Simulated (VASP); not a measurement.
Runs of VASP 6.6.1 on MgIn2N2. The structure is that of space group R-3m (No. 166), or close to it. The cells are those of the table. 

```tsv
level	cell	gap on the mesh (eV)	pressure (GPa)	largest force (eV/Å)
PBE	a = 8.003 Å, angles 24.1°, 5 atoms	0.13	(a)	0.03
PBE	a = 7.923 Å, angles 24.1°, 5 atoms	0.26	(c)	0.20
r2SCAN	a = 7.847 Å, angles 24.1°, 5 atoms	0.77	4.2	0.24
r2SCAN	a = 7.927 Å, angles 24.1°, 5 atoms	0.63	0.1	0.07
PBE	a = 8.083 Å, angles 24.1°, 5 atoms	(b)	-3.1	0.17
PBE	a = 7.840 Å, angles 24.1°, 5 atoms	0.41	7.8	0.42
```

Alike in all rows: task single point; potentials or basis VASP PAW PBE potentials, release 64 (Mg, In_d, N); no spin polarisation; k mesh 8 × 8 × 8; cutoff (eV) 520; smearing gaussian 0.01 eV.

Question: Fill in the values left out.

Answer: (a) -0.1; (b) none; (c) 3.5.

Caveats: spin-orbit coupling is left out, which moves the levels of the heavy elements; the cell stands under pressure (at least some runs); the PAW data sets were made with another functional, which shifts forces and pressure a little (at least some runs); the cell stands under tension (at least some runs).

A k mesh can miss the band edges, and the runs leave out spin-orbit coupling on In.
